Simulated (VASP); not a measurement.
# ZnO (P6_3mc) in VASP: a series of runs

ZnO is run at these levels: LDA; tasks: single point.

Program: VASP 6.6.1. These are calculated values, not measurements. Logs are shortened: lines on timing, memory, paths and dates and some standing lists are left out, and cuts for length are marked.

### Step 1. The cell of the first run

The structure is hexagonal, space group P6_3mc (No. 186). Conventional cell: a = 3.237 Å, b = 3.237 Å, c = 5.222 Å, α = 90.00°, β = 90.00°, γ = 120.00°. Within 2.6 Å of Zn (site symmetry 3m) lie 4 O at 1.97 to 1.98 Å. Within 2.6 Å of O (site symmetry 3m) lie 4 Zn at 1.97 to 1.98 Å.

### Step 2. Single point, LDA

The input, INCAR:

```
  PREC = Accurate
  ENCUT = 520
  EDIFF = 1E-6
  ISMEAR = 0
  SIGMA = 0.1
  LREAL = False
  LASPH = True
  NELM = 60
  ALGO = Normal
  ISIF = 2
  LWAVE = False
  LCHARG = False
  GGA = CA
  NBANDS = 26
```

The input, KPOINTS:

```
Automatic mesh
0
Gamma
  6 6 4
```

The input, POSCAR:

```
ZnO
1.0
    3.2373510200      0.0000000000      0.0000000000
   -1.6186755100      2.8036282300      0.0000000000
    0.0000000000      0.0000000000      5.2220613000
Zn O
2 2
Direct
    0.6666666700      0.3333333300      0.5005917000
    0.3333333300      0.6666666700      0.0005917000
    0.6666666700      0.3333333300      0.8797183000
    0.3333333300      0.6666666700      0.3797183000
```

Potentials or basis: VASP PAW LDA potentials, release 64 (Zn, O).

Run with:

```
> cat potpaw_LDA.64/Zn/POTCAR potpaw_LDA.64/O/POTCAR > POTCAR
> mpirun -np 1 vasp_std > vasp.out
```

OUTCAR:

```text
PREC = Accurate
   ENCUT = 520
   EDIFF = 1E-6
   ISMEAR = 0
   LREAL = False
   LASPH = True
   NELM = 60
   ISIF = 2
   GGA = CA

 ion  position               nearest neighbor table
   1  0.667  0.333  0.501-   4 1.97   4 1.97   4 1.97   3 1.98
   2  0.333  0.667  0.001-   3 1.97   3 1.97   3 1.97   4 1.98
   3  0.667  0.333  0.880-   2 1.97   2 1.97   2 1.97   1 1.98
   4  0.333  0.667  0.380-   1 1.97   1 1.97   1 1.97   2 1.98

  LATTYP: Found a hexagonal cell.
 ALAT       =     3.2373510200
 C/A-ratio  =     1.6130661358

  Lattice vectors:

 A1 = (   3.2373510200,   0.0000000000,   0.0000000000)
 A2 = (  -1.6186755100,   2.8036282300,   0.0000000000)
 A3 = (   0.0000000000,   0.0000000000,   5.2220613000)

Analysis of symmetry for initial positions (statically):
=====================================================================
 Subroutine PRICEL returns:
 Original cell was already a primitive cell.

 Routine SETGRP: Setting up the symmetry group for a
 hexagonal supercell.

 Subroutine GETGRP returns: Found 12 space group operations
 (whereof  6 operations were pure point group operations)
 out of a pool of 24 trial point group operations.

The static configuration has the point symmetry C_3v.
 The point group associated with its full space group is C_6v.

Analysis of symmetry for dynamics (positions and initial velocities):
=====================================================================
 Subroutine PRICEL returns:
 Original cell was already a primitive cell.

 Routine SETGRP: Setting up the symmetry group for a
 hexagonal supercell.

 Subroutine GETGRP returns: Found 12 space group operations
 (whereof  6 operations were pure point group operations)
 out of a pool of 24 trial point group operations.

The dynamic configuration has the point symmetry C_3v.
 The point group associated with its full space group is C_6v.

 Subroutine INISYM returns: Found 12 space group operations
 (whereof  6 operations are pure point group operations),
 and found     1 'primitive' translations

----------------------------------------------------------------------------------------

                                     Primitive cell

  volume of cell :      47.3971

  direct lattice vectors                    reciprocal lattice vectors
     3.237351020  0.000000000  0.000000000     0.308894523  0.178340336  0.000000000
    -1.618675510  2.803628230  0.000000000     0.000000000  0.356680672  0.000000000
     0.000000000  0.000000000  5.222061300     0.000000000  0.000000000  0.191495263

  length of vectors
     3.237351020  3.237351025  5.222061300     0.356680672  0.356680672  0.191495263

  position of ions in fractional coordinates (direct lattice)
     0.666666670  0.333333330  0.500591700
     0.333333330  0.666666670  0.000591700
     0.666666670  0.333333330  0.879718300
     0.333333330  0.666666670  0.379718300

  ion indices of the primitive-cell ions
   primitive index   ion index
                 1           1
                 2           2
                 3           3
                 4           4

----------------------------------------------------------------------------------------

 KPOINTS: Automatic mesh

Automatic generation of k-mesh.
 Grid dimensions read from file:
 generate k-points for:    6    6    4

 Generating k-lattice:

  Cartesian coordinates                     Fractional coordinates (reciprocal lattice)
     0.051482421  0.029723389  0.000000000     0.166666667 -0.000000000  0.000000000
     0.000000000  0.059446779  0.000000000     0.000000000  0.166666667  0.000000000
     0.000000000  0.000000000  0.047873816     0.000000000  0.000000000  0.250000000

  Length of vectors
     0.059446779  0.059446779  0.047873816

  Shift w.r.t. Gamma in fractional coordinates (k-lattice)
     0.000000000  0.000000000  0.000000000

 Subroutine IBZKPT returns following result:
 ===========================================

 Found     21 irreducible k-points:

 Following reciprocal coordinates:
            Coordinates               Weight
  0.000000  0.000000  0.000000      1.000000
  0.166667  0.000000  0.000000      6.000000
  0.333333  0.000000  0.000000      6.000000
  0.500000  0.000000  0.000000      3.000000
  0.166667  0.166667  0.000000      6.000000
  0.333333  0.166667  0.000000     12.000000
[... 13 lines left out ...]
  0.333333  0.166667  0.500000     12.000000
  0.333333  0.333333  0.500000      2.000000
   k-points           NKPTS =     21   k-points in BZ     NKDIM =     21   number of bands    NBANDS=     26
   number of dos      NEDOS =    301   number of ions     NIONS =      4
   total plane-waves  NPLWV =  23040
   dimension x,y,z NGX =    24 NGY =   24 NGZ =   40
   dimension x,y,z NGXF=    48 NGYF=   48 NGZF=   80
   ions per type =               2   2
   NGX,Y,Z   is equivalent  to a cutoff of  12.32, 12.32, 12.73 a.u.
   NGXF,Y,Z  is equivalent  to a cutoff of  24.65, 24.65, 25.47 a.u.
 SYSTEM =  unknown system
   PREC   = accura    normal or accurate (medium, high low for compatibility)
   ISTART =      0    job   : 0-new  1-cont  2-samecut
   ICHARG =      2    charge: 1-file 2-atom 10-const
   ISPIN  =      1    spin polarized calculation?
   LNONCOLLINEAR =      F non collinear calculations
   LSORBIT =      F    spin-orbit coupling
   LASPH  =      T    aspherical Exc in radial PAW
   ENCUT  =  520.0 eV  38.22 Ry    6.18 a.u.   6.02  6.02  9.71*2*pi/ulx,y,z
   NELM   =     60;   NELMIN=  2; NELMDL= -5     # of ELM steps
   EDIFF  = 0.1E-05   stopping-criterion for ELM
   LREAL  =      F    real-space projection
   EDIFFG = 0.1E-04   stopping-criterion for IOM
   NSW    =      0    number of steps for IOM
   IBRION =     -1    ionic relax: 0-MD 1-quasi-New 2-CG
   NFREE  =      0    steps in history (QN), initial steepest desc. (CG)
   ISIF   =      2    stress and relaxation
   ISYM   =      2    0-nonsym 1-usesym 2-fastsym
   POTIM  = 0.5000    time-step for ionic-motion
   TEBEG  =    0.0;   TEEND  =   0.0 temperature during run
   PSTRESS=    0.0 pullay stress
   NELECT =      36.0000    total number of electrons
   NUPDOWN=      -1.0000    fix difference up-down
   EMIN   =  10.00;   EMAX   =-10.00  energy-range for DOS
   EFERMI =   0.00;   METHOD = LEGACY
   ISMEAR =     0;   SIGMA  =   0.10  broadening in eV -4-tet -1-fermi 0-gaus
   EFERMI_NEDOS =   21; number of points for ismear=-14 and -15
   IALGO  =     38    algorithm
   IMIX   =      4    mixing-type and parameters
     AMIX     =   0.40;   BMIX     =  1.00
     AMIX_MAG =   1.60;   BMIX_MAG =  1.00
  volume/ion in A,a.u.               =      11.85        79.96
  Fermi-wavevector in a.u.,A,eV,Ry     =   1.493682  2.822650 30.355784  2.231087
  Thomas-Fermi vector in A             =   2.606052
   LORBIT       =      0    0 simple, 1 ext, 2 COOP (PROOUT), +10 PAW based schemes
   GGA     = CA    functional components
   LHFCALC =     F    Hartree Fock is set to
   AEXX    =    0.0000 exact exchange contribution
   IVDW    =     0    specifies the selected vdW correction
   LEPSILON=     F    determine dielectric tensor
   LRPA    =     F    only Hartree local field effects (RPA)
 non-spin polarized calculation
 Gauss-broadening in eV      SIGMA  =   0.10
  energy-cutoff  :      520.00
  volume of cell :       47.40
 maximum number of plane-waves:      1314
   NGX = 13   NGY = 13   NGZ = 19

 number of electron      36.0000020 magnetization

 Free energy of the ion-electron system (eV)
  ---------------------------------------------------
  ext. energy  EPLUGINS =         0.00000000
  ---------------------------------------------------
  free energy    TOTEN  =       -21.12784759 eV

  energy without entropy =      -21.12784759  energy(sigma->0) =      -21.12784759

 E-fermi :   1.2978     XC(G=0): -11.4858

 val. band max:        0.9239386142   @ k =   0.0000   0.0000   0.0000
 cond. band min:       1.6625159503   @ k =   0.0000   0.0000   0.0000
 fundamental gap:      0.7385773361
 Fermi energy:         1.2978017092

 k-point     1 :       0.0000    0.0000    0.0000
  band No.  band energies     occupation
      1     -16.9178      2.00000
      2     -16.1452      2.00000
      3      -4.8749      2.00000
      4      -4.8749      2.00000
      5      -4.8317      2.00000
      6      -4.8283      2.00000
[... 18 lines left out ...]
     25      14.9143      0.00000
     26      14.9143      0.00000

 k-point     2 :       0.1667    0.0000    0.0000
  band No.  band energies     occupation
      1     -16.7612      2.00000
      2     -16.0775      2.00000
      3      -5.0317      2.00000
      4      -4.7927      2.00000
      5      -4.7704      2.00000
      6      -4.6995      2.00000
[... 18 lines left out ...]
     25      14.7957      0.00000
     26      15.1034      0.00000

 k-point     3 :       0.3333    0.0000    0.0000
  band No.  band energies     occupation
      1     -16.4073      2.00000
      2     -15.9637      2.00000
      3      -5.1941      2.00000
      4      -4.8331      2.00000
      5      -4.6614      2.00000
      6      -4.4629      2.00000
[... 18 lines left out ...]
     25      14.1653      0.00000
     26      14.8619      0.00000

 k-point     4 :       0.5000    0.0000    0.0000
  band No.  band energies     occupation
      1     -16.1818      2.00000
      2     -15.9453      2.00000
      3      -5.1152      2.00000
      4      -4.9263      2.00000
      5      -4.6195      2.00000
      6      -4.2331      2.00000
[... 18 lines left out ...]
     25      13.9536      0.00000
     26      15.0102      0.00000

 k-point     5 :       0.1667    0.1667    0.0000
  band No.  band energies     occupation
      1     -16.5041      2.00000
      2     -15.9872      2.00000
      3      -5.0803      2.00000
      4      -4.8715      2.00000
      5      -4.6533      2.00000
      6      -4.6026      2.00000
[... 18 lines left out ...]
     25      13.3171      0.00000
     26      16.0196      0.00000

 k-point     6 :       0.3333    0.1667    0.0000
  band No.  band energies     occupation
      1     -16.1909      2.00000
      2     -15.9405      2.00000
      3      -5.0140      2.00000
      4      -4.7655      2.00000
      5      -4.6101      2.00000
      6      -4.3895      2.00000
[... 340 lines left out ...]
 k-point    18 :       0.5000    0.0000    0.5000
  band No.  band energies     occupation
      1     -16.0535      2.00000
      2     -16.0535      2.00000
      3      -5.3033      2.00000
      4      -5.3033      2.00000
      5      -4.3859      2.00000
      6      -4.3859      2.00000
[... 18 lines left out ...]
     25      14.4596      0.00000
     26      14.4596      0.00000

 k-point    19 :       0.1667    0.1667    0.5000
  band No.  band energies     occupation
      1     -16.2441      2.00000
      2     -16.2441      2.00000
      3      -5.2221      2.00000
      4      -5.2221      2.00000
      5      -4.6540      2.00000
      6      -4.6540      2.00000
[... 18 lines left out ...]
     25      14.2138      0.00000
     26      14.2138      0.00000

 k-point    20 :       0.3333    0.1667    0.5000
  band No.  band energies     occupation
      1     -16.0561      2.00000
      2     -16.0561      2.00000
      3      -5.1609      2.00000
      4      -5.1609      2.00000
      5      -4.5257      2.00000
      6      -4.5257      2.00000
[... 18 lines left out ...]
     25      14.9601      0.00000
     26      14.9601      0.00000

 k-point    21 :       0.3333    0.3333    0.5000
  band No.  band energies     occupation
      1     -15.9944      2.00000
      2     -15.9944      2.00000
      3      -4.9064      2.00000
      4      -4.9064      2.00000
      5      -4.6743      2.00000
      6      -4.6743      2.00000
[... 18 lines left out ...]
     25      16.4116      0.00000
     26      16.4116      0.00000

------------------------ aborting loop because EDIFF is reached ----------------------------------------

  FORCE on cell =-STRESS in cart. coord.  units (eV):
  Direction    XX          YY          ZZ          XY          YZ          ZX
  --------------------------------------------------------------------------------------
  -------------------------------------------------------------------------------------
  Total       -1.6497199     -1.6497199     -1.5907319      0.0000000      0.0000000      0.0000000
  in kB      -55.7658868    -55.7658871    -53.7718999      0.0000000      0.0000000      0.0000000
  external PRESSURE =     -55.1012246 kB  Pullay stress =       0.0000000 kB

 VOLUME and BASIS-vectors are now :
 -----------------------------------------------------------------------------
  energy-cutoff  :      520.00
  volume of cell :       47.40
      direct lattice vectors                 reciprocal lattice vectors
     3.237351020  0.000000000  0.000000000     0.308894523  0.178340336  0.000000000
    -1.618675510  2.803628230  0.000000000     0.000000000  0.356680672  0.000000000
     0.000000000  0.000000000  5.222061300     0.000000000  0.000000000  0.191495263

 POSITION                                       TOTAL-FORCE (eV/Angst)
 -----------------------------------------------------------------------------------
      1.61868      0.93454      2.61412        -0.000000     -0.000000      0.003189
     -0.00000      1.86909      0.00309         0.000000     -0.000000      0.003189
      1.61868      0.93454      4.59394         0.000000      0.000000     -0.003189
     -0.00000      1.86909      1.98291        -0.000000     -0.000000     -0.003189
 -----------------------------------------------------------------------------------
    total drift:                               -0.000016      0.000008      0.001160

  FREE ENERGIE OF THE ION-ELECTRON SYSTEM (eV)
  ---------------------------------------------------
  free  energy   TOTEN  =       -21.1278475920 eV

  energy  without entropy=      -21.1278475907  energy(sigma->0) =      -21.12784759
```

It took 22 s on 1 thread of Intel Xeon Platinum 8259CL at 2.50GHz (Skylake/Cascade Lake), shared host; peak memory 0.15 GiB.

Results:

```
Free energy            : -21.1278 eV
Pressure               : -5.5 GPa
Largest force          : 0.003 eV/Å
Band gap on the k mesh : 0.74 eV, direct
```

Forces on the atoms (eV/Å):
```
Zn   0.000  0.000  0.003
Zn   0.000  0.000  0.003
O    0.000  0.000 -0.003
O    0.000  0.000 -0.003
```

Stress tensor (GPa, compression positive):
```
-5.58  0.00  0.00
 0.00 -5.58  0.00
 0.00  0.00 -5.38
```

Levels at points of the mesh, in eV from the valence-band top:
```csv
k point,band 15,band 16,band 17,band 18,band 19,band 20,band 21,band 22
"(0.00, 0.00, 0.00)",-0.81,-0.09,0.00,0.00,0.74,5.11,8.07,12.72
"(0.50, 0.00, 0.00)",-2.89,-2.30,-1.32,-0.85,5.70,6.71,7.42,8.40
"(0.00, 0.00, 0.50)",-0.40,-0.40,-0.40,-0.40,3.39,3.39,9.89,9.89
"(0.50, 0.00, 0.50)",-1.53,-1.53,-1.40,-1.40,5.57,5.57,8.32,8.32
```

### Step 3. Single point, LDA

This run uses another cell than the first one, of 11.33 Å³/atom, 0.956 times its volume.

The input, INCAR:

```
SYSTEM = ZnO
PREC = Accurate
ENCUT = 520
EDIFF = 1E-6
ISMEAR = 0
SIGMA = 0.02
LREAL = .FALSE.
LASPH = .TRUE.
NELM = 80
ALGO = Normal
ISIF = 2
LWAVE = .FALSE.
LCHARG = .TRUE.
LELF = .TRUE.
LVHAR = .TRUE.
NBANDS = 26
```

The input, KPOINTS:

```
Automatic mesh
0
G
  12 12 6
  0 0 0
```

The input, POSCAR:

```
ZnO
1.0
    3.1871440039      0.0000000000      0.0000000000
   -1.5935720020      2.7601476729      0.0000000000
    0.0000000000      0.0000000000      5.1522601561
Zn O
2 2
Direct
    0.6666666667      0.3333333333      0.5009539595
    0.3333333333      0.6666666667      0.0009539595
    0.6666666667      0.3333333333      0.8793560405
    0.3333333333      0.6666666667      0.3793560405
```

Potentials or basis: VASP PAW LDA potentials, release 64 (Zn, O).

Run with:

```
> cat potpaw_LDA.64/Zn/POTCAR potpaw_LDA.64/O/POTCAR > POTCAR
> mpirun -np 1 vasp_std > vasp.out
```

Run time: 80 s. Hardware: 1 thread of Intel Xeon Platinum 8259CL at 2.50GHz (Skylake/Cascade Lake), shared host; peak memory 0.19 GiB.

It converged, with:

| Item | Value |
| --- | --- |
| Free energy | -21.1568 eV |
| Pressure | 1.1 GPa |
| Band gap on the k mesh | 0.81 eV, direct |

Levels at points of the mesh, in eV from the valence-band top:
```
           k point  band 15  band 16  band 17  band 18  band 19  band 20  band 21  band 22
(0.00, 0.00, 0.00)    -0.86    -0.10     0.00     0.00     0.81     5.29     8.20    12.96
(0.50, 0.00, 0.00)    -3.03    -2.45    -1.41    -0.91     5.89     6.77     7.45     8.72
(0.00, 0.00, 0.50)    -0.43    -0.43    -0.43    -0.43     3.49     3.49    10.06    10.06
(0.50, 0.00, 0.50)    -1.63    -1.63    -1.50    -1.50     5.64     5.64     8.58     8.58
```

(Part 1 of 2 ends here.)
